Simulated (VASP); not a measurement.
# TePb3Se2 (P-3m1) in VASP: notebook, part 2 of 2

VASP 6.6.1. Earlier steps stand in the parts before.

### Step 3. Single point, PBE (27.94 Å³/atom)

This run uses another cell than the first one, of 27.94 Å³/atom.

Contents of INCAR:

```
SYSTEM = TePb3Se2
  PREC = Accurate
  ENCUT = 520
  EDIFF = 1E-7
  ISMEAR = 0
  SIGMA = 0.02
  LREAL = .False.
  LASPH = .True.
  NELM = 60
  ALGO = Normal
  ISIF = 2
  LWAVE = .False.
  LCHARG = .False.
  GGA = PE
  NBANDS = 39
```

Contents of KPOINTS:

```
regular mesh
0
Gamma
  12 12 4
  0 0 0
```

Contents of POSCAR:

```
TePb3Se2
1.0
    4.2935476630      0.0000000277      0.0000000000
   -2.1467738555      3.7183213346      0.0000000000
    0.0000000000      0.0000000000     10.5014541426
Te Pb Se
1 3 2
Direct
    0.0000000000      0.0000000000      0.5000000000
    0.3333333333      0.6666666667      0.6815639957
    0.6666666667      0.3333333333      0.3184360043
    0.0000000000      0.0000000000      0.0000000000
    0.3333333333      0.6666666667      0.1598362709
    0.6666666667      0.3333333333      0.8401637291
```

Potentials or basis: VASP PAW PBE potentials, release 64 (Te, Pb_d, Se).

On the command line:

```console
$ cat potpaw_PBE.64/Te/POTCAR potpaw_PBE.64/Pb_d/POTCAR potpaw_PBE.64/Se/POTCAR > POTCAR
$ mpirun -np 1 vasp_std > vasp.out
```

OUTCAR:

```text
SYSTEM = TePb3Se2
   PREC = Accurate
   ENCUT = 520
   EDIFF = 1E-7
   ISMEAR = 0
   LREAL = .False.
   LASPH = .True.
   NELM = 60
   ISIF = 2
   GGA = PE

 ion  position               nearest neighbor table
   1  0.000  0.000  0.500-   2 3.13   3 3.13   2 3.13   3 3.13   3 3.13   2 3.13
   2  0.333  0.667  0.682-   6 2.99   6 2.99   6 2.99   1 3.13   1 3.13   1 3.13
   3  0.667  0.333  0.318-   5 2.99   5 2.99   5 2.99   1 3.13   1 3.13   1 3.13
   4  0.000  0.000  0.000-   5 2.99   6 2.99   5 2.99   6 2.99   6 2.99   5 2.99
   5  0.333  0.667  0.160-   3 2.99   3 2.99   3 2.99   4 2.99   4 2.99   4 2.99
   6  0.667  0.333  0.840-   2 2.99   2 2.99   2 2.99   4 2.99   4 2.99   4 2.99

  LATTYP: Found a hexagonal cell.
 ALAT       =     4.2935476630
 C/A-ratio  =     2.4458687703

  Lattice vectors:

 A1 = (   4.2935476630,   0.0000000277,   0.0000000000)
 A2 = (  -2.1467738555,   3.7183213346,   0.0000000000)
 A3 = (   0.0000000000,   0.0000000000,  10.5014541426)

Analysis of symmetry for initial positions (statically):
=====================================================================
 Subroutine PRICEL returns:
 Original cell was already a primitive cell.
[... 182 lines left out ...]
 fundamental gap:      0.1924858354
 Fermi energy:         6.4909948114

 k-point     1 :       0.0000    0.0000    0.0000
  band No.  band energies     occupation
      1     -10.6301      2.00000
      2     -10.6301      2.00000
      3     -10.6180      2.00000
      4     -10.6180      2.00000
      5     -10.6102      2.00000
      6     -10.6042      2.00000
[... 997 lines left out ...]
     38      10.7923      0.00000
     39      10.8510      0.00000

 [... further k-points ...]

------------------------ aborting loop because EDIFF is reached ----------------------------------------

  FORCE on cell =-STRESS in cart. coord.  units (eV):
  Direction    XX          YY          ZZ          XY          YZ          ZX
  --------------------------------------------------------------------------------------
  -------------------------------------------------------------------------------------
  Total        7.7526785      7.7526785      7.7485959     -0.0000000     -0.0000000      0.0000000
  in kB       74.0883137     74.0883137     74.0492979     -0.0000000     -0.0000000      0.0000000
  external PRESSURE =      74.0753084 kB  Pullay stress =       0.0000000 kB

 VOLUME and BASIS-vectors are now :
 -----------------------------------------------------------------------------
  energy-cutoff  :      520.00
  volume of cell :      167.65
      direct lattice vectors                 reciprocal lattice vectors
     4.293547663  0.000000028  0.000000000     0.232907627  0.134469283  0.000000000
    -2.146773856  3.718321335  0.000000000    -0.000000002  0.268938563  0.000000000
     0.000000000  0.000000000 10.501454143     0.000000000  0.000000000  0.095224908

 POSITION                                       TOTAL-FORCE (eV/Angst)
 -----------------------------------------------------------------------------------
      0.00000      0.00000      5.25073         0.000000     -0.000000      0.000000
     -0.00000      2.47888      7.15741        -0.000000      0.000000     -0.002395
      2.14677      1.23944      3.34404         0.000000     -0.000000      0.002395
      0.00000      0.00000      0.00000         0.000000     -0.000000      0.000000
     -0.00000      2.47888      1.67851        -0.000000     -0.000000      0.000555
      2.14677      1.23944      8.82294         0.000000      0.000000     -0.000555
 -----------------------------------------------------------------------------------
    total drift:                               -0.000000      0.000000      0.000000

  FREE ENERGIE OF THE ION-ELECTRON SYSTEM (eV)
  ---------------------------------------------------
  free  energy   TOTEN  =       -23.4046581492 eV

  energy  without entropy=      -23.4046581492  energy(sigma->0) =      -23.40465815
```

OSZICAR:

```text
N       E                     dE             d eps       ncg     rms          rms(c)
DAV:   1     0.664260540652E+03    0.66426E+03   -0.27134E+04  5382   0.161E+03
DAV:   2     0.562662703734E+02   -0.60799E+03   -0.58987E+03  5473   0.442E+02
DAV:   3    -0.197734502586E+02   -0.76040E+02   -0.73286E+02  6951   0.179E+02
DAV:   4    -0.238160302060E+02   -0.40426E+01   -0.40157E+01  6478   0.418E+01
DAV:   5    -0.239884545967E+02   -0.17242E+00   -0.17238E+00  6831   0.878E+00    0.576E+00
DAV:   6    -0.234054186787E+02    0.58304E+00   -0.10028E+00  7940   0.633E+00    0.359E+00
DAV:   7    -0.234038687754E+02    0.15499E-02   -0.48647E-01  7259   0.267E+00    0.150E+00
DAV:   8    -0.234044064989E+02   -0.53772E-03   -0.53752E-02  7402   0.181E+00    0.258E-01
DAV:   9    -0.234043678445E+02    0.38654E-04   -0.54419E-03  6805   0.486E-01    0.160E-01
DAV:  10    -0.234045880515E+02   -0.22021E-03   -0.96782E-04  7081   0.181E-01    0.581E-02
DAV:  11    -0.234046553279E+02   -0.67276E-04   -0.89362E-05  6562   0.582E-02    0.236E-02
DAV:  12    -0.234046573985E+02   -0.20706E-05   -0.24506E-05  7791   0.411E-02    0.102E-02
DAV:  13    -0.234046580294E+02   -0.63097E-06   -0.16159E-05  6467   0.324E-02    0.336E-03
DAV:  14    -0.234046582596E+02   -0.23019E-06   -0.19956E-06  5837   0.901E-03    0.253E-03
DAV:  15    -0.234046580244E+02    0.23519E-06   -0.39931E-07  5629   0.404E-03    0.780E-04
DAV:  16    -0.234046581424E+02   -0.11797E-06   -0.53085E-08  3461   0.225E-03    0.245E-04
DAV:  17    -0.234046581492E+02   -0.67794E-08   -0.19058E-08  3461   0.176E-03
   1 F= -.23404658E+02 E0= -.23404658E+02  d E =-.335051E-11
```

stdout:

```text
POSCAR found type information on POSCAR TePbSe
 POSCAR found :  3 types and       6 ions
 scaLAPACK will be used
 LDA part: xc-table for (Slater+PW92), standard interpolation
 POSCAR, INCAR and KPOINTS ok, starting setup
 FFT: planning ... GRIDC
 FFT: planning ... GRID_SOFT
 FFT: planning ... GRID
 WAVECAR not read
 entering main loop
```

Run time: 3 min. Hardware: 1 thread of Intel Xeon 6975P-C (Granite Rapids), shared host; peak memory 0.53 GiB.

Results:

```
Free energy            : -23.4047 eV
Pressure               : 7.4 GPa
Band gap on the k mesh : 0.19 eV
```

Forces on the atoms (eV/Å):
```
Te   0.000  0.000  0.000
Pb   0.000  0.000 -0.002
Pb   0.000  0.000  0.002
Pb   0.000  0.000  0.000
Se   0.000  0.000  0.001
Se   0.000  0.000 -0.001
```

Caveat: the cell stands under pressure; spin-orbit coupling is left out, which moves the levels of the heavy elements. A k mesh can miss the band edges.

### Step 4. Single point, PBE (30.80 Å³/atom)

This run uses another cell than the first one, of 30.80 Å³/atom.

Contents of INCAR:

```
SYSTEM = TePb3Se2
  PREC = Accurate
  ENCUT = 520
  EDIFF = 1E-6
  ISMEAR = 0
  SIGMA = 0.02
  LREAL = .FALSE.
  LASPH = .TRUE.
  NELM = 80
  ALGO = Normal
  ISIF = 2
  LWAVE = .FALSE.
  LCHARG = .TRUE.
  GGA = PE
  LELF = .TRUE.
  LVHAR = .TRUE.
  NBANDS = 39
```

Contents of KPOINTS:

```
regular mesh
0
G
  12 12 4
  0 0 0
```

Contents of POSCAR:

```
TePb3Se2
1.0
    4.4326162320      0.0000000286      0.0000000000
   -2.2163081408      3.8387582479      0.0000000000
    0.0000000000      0.0000000000     10.8605248630
Te Pb Se
1 3 2
Direct
    0.0000000000      0.0000000000      0.5000000000
    0.3333333333      0.6666666667      0.6808210000
    0.6666666667      0.3333333333      0.3191790000
    0.0000000000      0.0000000000      0.0000000000
    0.3333333333      0.6666666667      0.1602730000
    0.6666666667      0.3333333333      0.8397270000
```

On the command line:

```console
$ cat potpaw_PBE.64/Te/POTCAR potpaw_PBE.64/Pb_d/POTCAR potpaw_PBE.64/Se/POTCAR > POTCAR
$ mpirun -np 1 vasp_std > vasp.out
```

It took 14 min on 1 thread of Intel Xeon 8259CL, shared host; peak memory 0.62 GiB.

It converged, with:

```
Free energy            : -23.8544 eV
Pressure               : 1.4 GPa
Largest force          : 0.007 eV/Å
Band gap on the k mesh : 0.49 eV (least direct gap 0.50 eV)
```

Forces in eV/Å, atoms in the order of the input:
```
Te   0.000  0.000  0.000
Pb   0.000  0.000  0.007
Pb   0.000  0.000 -0.007
Pb   0.000  0.000  0.000
Se   0.000  0.000 -0.001
Se   0.000  0.000  0.001
```

Levels at points of the mesh, in eV from the valence-band top:
```
           k point  band 26  band 27  band 28  band 29  band 30  band 31  band 32  band 33  band 34  band 35
(0.00, 0.00, 0.00)    -1.58    -0.86    -0.86    -0.61    -0.53     1.37     1.59     2.13     2.13     2.21
(0.50, 0.00, 0.00)    -2.45    -2.04    -1.58    -1.33    -1.32     1.97     2.01     2.58     2.79     3.12
(0.00, 0.00, 0.50)    -1.30    -1.15    -0.83    -0.83     0.00     0.54     1.60     1.60     3.05     3.19
(0.50, 0.00, 0.50)    -2.51    -2.46    -1.18    -1.12    -0.01     0.49     1.60     1.62     3.73     3.89
```

Caveat: spin-orbit coupling is left out, which moves the levels of the heavy elements. A k mesh can miss the band edges.

### Step 5. Overview

| cell | k mesh | smearing | gap on the mesh (eV) | pressure (GPa) | largest force (eV/Å) |
| --- | --- | --- | --- | --- | --- |
| a = 4.478, b = 4.478, c = 10.971 Å, angles 90.0, 90.0, 120.0°, 6 atoms | 6 × 6 × 2 | gaussian 0.1 eV | 0.57 | 0.0 | 0.02 |
| a = 4.294, b = 4.294, c = 10.501 Å, angles 90.0, 90.0, 120.0°, 6 atoms | 12 × 12 × 4 | gaussian 0.02 eV | 0.19 | 7.4 | - |
| a = 4.433, b = 4.433, c = 10.861 Å, angles 90.0, 90.0, 120.0°, 6 atoms | 12 × 12 × 4 | gaussian 0.02 eV | 0.49 | 1.4 | 0.01 |

Alike in all rows: task single point; level PBE; potentials or basis VASP PAW PBE potentials, release 64 (Te, Pb_d, Se); no spin polarisation; cutoff (eV) 520.

Caveats: spin-orbit coupling is left out, which moves the levels of the heavy elements; the cell stands under pressure (at least some runs).

Total energies depend on the potentials used, so only differences within one code and one set of settings carry meaning.
